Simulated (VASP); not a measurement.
# MgB2 (P6/mmm) in VASP: a series of runs, part 2 of 2

VASP 6.6.1.

## 3. Single point, PBEsol (9.28 Å³/atom)

This run uses another cell than the first one, of 9.28 Å³/atom.

INCAR reads:

```
PREC     = Accurate       # precision mode
ENCUT    = 520            # plane-wave cutoff, eV
EDIFF    = 1E-6           # SCF threshold, eV
ISMEAR   = 0              # smearing method
SIGMA    = 0.05           # smearing width, eV
LREAL    = F              # projectors in reciprocal space
LASPH    = T              # aspherical terms in the spheres
NELM     = 80             # most SCF steps
ALGO     = Normal         # electronic algorithm
ISIF     = 2              # what is computed and relaxed
LWAVE    = F              # write WAVECAR
LCHARG   = F              # write CHGCAR
GGA      = PS             # functional
NBANDS   = 11             # bands
```

KPOINTS reads:

```
regular mesh
0
Gamma
  12 12 10
```

POSCAR reads:

```
MgB2
1.0
    3.0496511212      0.0000000000      0.0000000000
   -1.5248255606      2.6410753437      0.0000000000
    0.0000000000      0.0000000000      3.4561249359
Mg B
1 2
Direct
    0.0000000000      0.0000000000      0.0000000000
    0.3333333333      0.6666666667      0.5000000000
    0.6666666667      0.3333333333      0.5000000000
```

Potentials or basis: VASP PAW PBE potentials, release 64 (Mg, B).

Launch:

```console
cat potpaw_PBE.64/Mg/POTCAR potpaw_PBE.64/B/POTCAR > POTCAR
mpirun -np 1 vasp_std > vasp.out
```

OUTCAR:

```text
PREC = Accurate
   ENCUT = 520
   EDIFF = 1E-6
   ISMEAR = 0
   LREAL = F
   LASPH = T
   NELM = 80
   ISIF = 2
   GGA = PS

 ion  position               nearest neighbor table
   1  0.000  0.000  0.000-   2 2.47   3 2.47   2 2.47   3 2.47   3 2.47   3 2.47   2 2.47   2 2.47
                             3 2.47   3 2.47   2 2.47   2 2.47
   2  0.333  0.667  0.500-   3 1.76   3 1.76   3 1.76   1 2.47   1 2.47   1 2.47   1 2.47   1 2.47
                             1 2.47
   3  0.667  0.333  0.500-   2 1.76   2 1.76   2 1.76   1 2.47   1 2.47   1 2.47   1 2.47   1 2.47
                             1 2.47

  LATTYP: Found a hexagonal cell.
 ALAT       =     3.0496511212
 C/A-ratio  =     1.1332853492

  Lattice vectors:

 A1 = (   3.0496511212,   0.0000000000,   0.0000000000)
 A2 = (  -1.5248255606,   2.6410753437,   0.0000000000)
 A3 = (   0.0000000000,   0.0000000000,   3.4561249359)

Analysis of symmetry for initial positions (statically):
=====================================================================
 Subroutine PRICEL returns:
 Original cell was already a primitive cell.

 Routine SETGRP: Setting up the symmetry group for a
 hexagonal supercell.

 Subroutine GETGRP returns: Found 24 space group operations
 (whereof 24 operations were pure point group operations)
 out of a pool of 24 trial point group operations.

The static configuration has the point symmetry D_6h.

Analysis of symmetry for dynamics (positions and initial velocities):
=====================================================================
 Subroutine PRICEL returns:
 Original cell was already a primitive cell.

 Routine SETGRP: Setting up the symmetry group for a
 hexagonal supercell.

 Subroutine GETGRP returns: Found 24 space group operations
 (whereof 24 operations were pure point group operations)
 out of a pool of 24 trial point group operations.

The dynamic configuration has the point symmetry D_6h.

 Subroutine INISYM returns: Found 24 space group operations
 (whereof 24 operations are pure point group operations),
[... 127 lines left out ...]
   LEPSILON=     F    determine dielectric tensor
   LRPA    =     F    only Hartree local field effects (RPA)
 non-spin polarized calculation
 Gauss-broadening in eV      SIGMA  =   0.05
  energy-cutoff  :      520.00
  volume of cell :       27.84
 maximum number of plane-waves:       768
 NGX is ok and might be reduce to    24
   NGX = 11   NGY = 11   NGZ = 13

 number of electron       8.0000000 magnetization

 Free energy of the ion-electron system (eV)
  ---------------------------------------------------
  ext. energy  EPLUGINS =         0.00000000
  ---------------------------------------------------
  free energy    TOTEN  =       -16.21679727 eV

  energy without entropy =      -16.21645019  energy(sigma->0) =      -16.21662373

 E-fermi :   5.4153     XC(G=0): -11.1650

 val. band max:        5.3856244375   @ k =   0.0833   0.0000   0.2000
 cond. band min:       5.5296960027   @ k =   0.0833   0.0000   0.3000
 fundamental gap:      0.1440715652
 Fermi energy:         5.4152956939

 k-point     1 :       0.0000    0.0000    0.0000
  band No.  band energies     occupation
      1      -7.1586      2.00000
      2       2.5559      2.00000
      3       5.8559      0.00000
      4       5.8559      0.00000
      5       7.3572      0.00000
      6      11.8755      0.00000
      7      11.8755      0.00000
      8      13.9442      0.00000
      9      15.7630      0.00000
     10      18.4184      0.00000
     11      22.0097      0.00000
[... 309 lines left out ...]
 k-point    24 :       0.3333    0.0000    0.1000
  band No.  band energies     occupation
      1      -5.1361      2.00000
      2       0.3584      2.00000
      3       3.7309      2.00000
      4       3.7529      2.00000
      5       9.3189      0.00000
      6      10.3377      0.00000
      7      11.1568      0.00000
      8      15.1583      0.00000
      9      17.7010      0.00000
     10      18.6430      0.00000
     11      18.7227      0.00000

 [... further k-points ...]

------------------------ aborting loop because EDIFF is reached ----------------------------------------

  FORCE on cell =-STRESS in cart. coord.  units (eV):
  Direction    XX          YY          ZZ          XY          YZ          ZX
  --------------------------------------------------------------------------------------
  -------------------------------------------------------------------------------------
  Total        0.5552596      0.5552596      0.5074335      0.0000000     -0.0000000     -0.0000000
  in kB       31.9584909     31.9584909     29.2058161      0.0000000     -0.0000000     -0.0000000
  external PRESSURE =      31.0409326 kB  Pullay stress =       0.0000000 kB

 VOLUME and BASIS-vectors are now :
 -----------------------------------------------------------------------------
  energy-cutoff  :      520.00
  volume of cell :       27.84
      direct lattice vectors                 reciprocal lattice vectors
     3.049651121  0.000000000  0.000000000     0.327906361  0.189316826  0.000000000
    -1.524825561  2.641075344  0.000000000     0.000000000  0.378633651  0.000000000
     0.000000000  0.000000000  3.456124936     0.000000000  0.000000000  0.289341392

 POSITION                                       TOTAL-FORCE (eV/Angst)
 -----------------------------------------------------------------------------------
      0.00000      0.00000      0.00000         0.000000      0.000000      0.000000
     -0.00000      1.76072      1.72806        -0.000000      0.000000     -0.000000
      1.52483      0.88036      1.72806         0.000000     -0.000000      0.000000
 -----------------------------------------------------------------------------------
    total drift:                                0.000000     -0.000000      0.000000

  FREE ENERGIE OF THE ION-ELECTRON SYSTEM (eV)
  ---------------------------------------------------
  free  energy   TOTEN  =       -16.2167972734 eV

  energy  without entropy=      -16.2164501937  energy(sigma->0) =      -16.21662373
```

Wall time 31 s (1 thread of Intel Xeon 8259CL, shared host); peak memory 0.17 GiB.

What came out:

* Free energy: -16.2168 eV
* Pressure: 3.1 GPa
* Band gap on the k mesh: zero (bands 4 and 5 overlap by 3.98 eV)

Stress tensor (GPa, compression positive):
```
3.20 0.00 0.00
0.00 3.20 0.00
0.00 0.00 2.92
```

Caveat: the cell stands under pressure; the PAW data sets were made with another functional, which shifts forces and pressure a little.

## 4. Single point, PBEsol

This run uses another cell than the first one, of 9.47 Å³/atom.

INCAR reads:

```
SYSTEM = MgB2
ALGO     = Normal         ! electronic algorithm
EDIFF    = 1E-7           ! SCF threshold, eV
ENCUT    = 520            ! plane-wave cutoff, eV
GGA      = PS             ! functional
ISIF     = 2              ! what is computed and relaxed
ISMEAR   = 0              ! smearing method
LASPH    = .True.         ! aspherical terms in the spheres
LCHARG   = .False.        ! write CHGCAR
LREAL    = .False.        ! projectors in reciprocal space
LWAVE    = .False.        ! write WAVECAR
NBANDS   = 11             ! bands
NELM     = 60             ! most SCF steps
PREC     = Accurate       ! precision mode
SIGMA    = 0.05           ! smearing width, eV
```

KPOINTS reads:

```
k-points
0
Gamma
  12 12 10
  0 0 0
```

POSCAR reads:

```
MgB2
1.0
    3.0665287164      0.0000000000      0.0000000000
   -1.5332643582      2.6556917698      0.0000000000
    0.0000000000      0.0000000000      3.4879448063
Mg B
1 2
Direct
    0.0000000000      0.0000000000      0.0000000000
    0.3333333333      0.6666666667      0.5000000000
    0.6666666667      0.3333333333      0.5000000000
```

Potentials or basis: VASP PAW PBE potentials, release 64 (Mg, B).

Launch:

```console
cat potpaw_PBE.64/Mg/POTCAR potpaw_PBE.64/B/POTCAR > POTCAR
mpirun -np 1 vasp_std > vasp.out
```

OUTCAR:

```text
SYSTEM = MgB2
   EDIFF = 1E-7
   ENCUT = 520
   GGA = PS
   ISIF = 2
   ISMEAR = 0
   LASPH = .True.
   LREAL = .False.
   NELM = 60
   PREC = Accurate

 ion  position               nearest neighbor table
   1  0.000  0.000  0.000-   2 2.49   3 2.49   2 2.49   3 2.49   2 2.49   2 2.49   3 2.49   3 2.49
                             3 2.49   3 2.49   2 2.49   2 2.49
   2  0.333  0.667  0.500-   3 1.77   3 1.77   3 1.77   1 2.49   1 2.49   1 2.49   1 2.49   1 2.49
                             1 2.49
   3  0.667  0.333  0.500-   2 1.77   2 1.77   2 1.77   1 2.49   1 2.49   1 2.49   1 2.49   1 2.49
                             1 2.49

[... 536 lines left out ...]
  --------------------------------------------------------------------------------------
  -------------------------------------------------------------------------------------
  Total        0.0109763      0.0109763     -0.0358895      0.0000000      0.0000000      0.0000000
  in kB        0.6191179      0.6191179     -2.0243416      0.0000000      0.0000000      0.0000000
  external PRESSURE =      -0.2620353 kB  Pullay stress =       0.0000000 kB

 VOLUME and BASIS-vectors are now :
 -----------------------------------------------------------------------------
  energy-cutoff  :      520.00
  volume of cell :       28.40
      direct lattice vectors                 reciprocal lattice vectors
     3.066528716  0.000000000  0.000000000     0.326101626  0.188274861  0.000000000
    -1.533264358  2.655691770  0.000000000     0.000000000  0.376549723  0.000000000
     0.000000000  0.000000000  3.487944806     0.000000000  0.000000000  0.286701784

 POSITION                                       TOTAL-FORCE (eV/Angst)
 -----------------------------------------------------------------------------------
      0.00000      0.00000      0.00000        -0.000000      0.000000      0.000000
     -0.00000      1.77046      1.74397        -0.000000     -0.000000      0.000000
      1.53326      0.88523      1.74397         0.000000      0.000000      0.000000
 -----------------------------------------------------------------------------------
    total drift:                                0.000000     -0.000000      0.000000

  FREE ENERGIE OF THE ION-ELECTRON SYSTEM (eV)
  ---------------------------------------------------
  free  energy   TOTEN  =       -16.2222957672 eV

  energy  without entropy=      -16.2219388448  energy(sigma->0) =      -16.22211731
```

Wall time 41 s (1 thread of Intel Xeon 8259CL, shared host); peak memory 0.17 GiB.

Results:

```
Free energy            : -16.2223 eV
Pressure               : 0.0 GPa
Band gap on the k mesh : zero (bands 4 and 5 overlap by 3.90 eV)
```

Stress tensor (GPa, compression positive):
```
 0.06  0.00  0.00
 0.00  0.06  0.00
 0.00  0.00 -0.20
```

Levels at points of the mesh, in eV from the Fermi level:
| k point | band 1 | band 2 | band 3 | band 4 | band 5 | band 6 | band 7 | band 8 |
| --- | --- | --- | --- | --- | --- | --- | --- | --- |
| (0.00, 0.00, 0.00) | -12.46 | -2.87 | 0.44 | 0.44 | 1.82 | 6.40 | 6.40 | 8.36 |
| (0.50, 0.00, 0.00) | -8.51 | -7.86 | -2.14 | 0.31 | 3.22 | 3.93 | 5.54 | 7.40 |
| (0.00, 0.00, 0.50) | -11.14 | -7.46 | 0.83 | 0.83 | 6.73 | 6.73 | 8.10 | 10.25 |
| (0.50, 0.00, 0.50) | -7.49 | -6.92 | -3.56 | -1.84 | -1.26 | 5.87 | 8.98 | 9.06 |

Caveat: the PAW data sets were made with another functional, which shifts forces and pressure a little.

## 5. Overview

| cell | gap on the mesh (eV) | pressure (GPa) |
| --- | --- | --- |
| a = 3.033, b = 3.033, c = 3.424 Å, angles 90.0, 90.0, 120.0°, 3 atoms | none | 6.5 |
| a = 3.050, b = 3.050, c = 3.456 Å, angles 90.0, 90.0, 120.0°, 3 atoms | none | 3.1 |
| a = 3.067, b = 3.067, c = 3.488 Å, angles 90.0, 90.0, 120.0°, 3 atoms | none | 0.0 |

Alike in all rows: task single point; level PBEsol; potentials or basis VASP PAW PBE potentials, release 64 (Mg, B); no spin polarisation; k mesh 12 × 12 × 10; cutoff (eV) 520; smearing gaussian 0.05 eV.

Caveats: the PAW data sets were made with another functional, which shifts forces and pressure a little; the cell stands under pressure (at least some runs).

Total energies depend on the potentials used, so only differences within one code and one set of settings carry meaning.
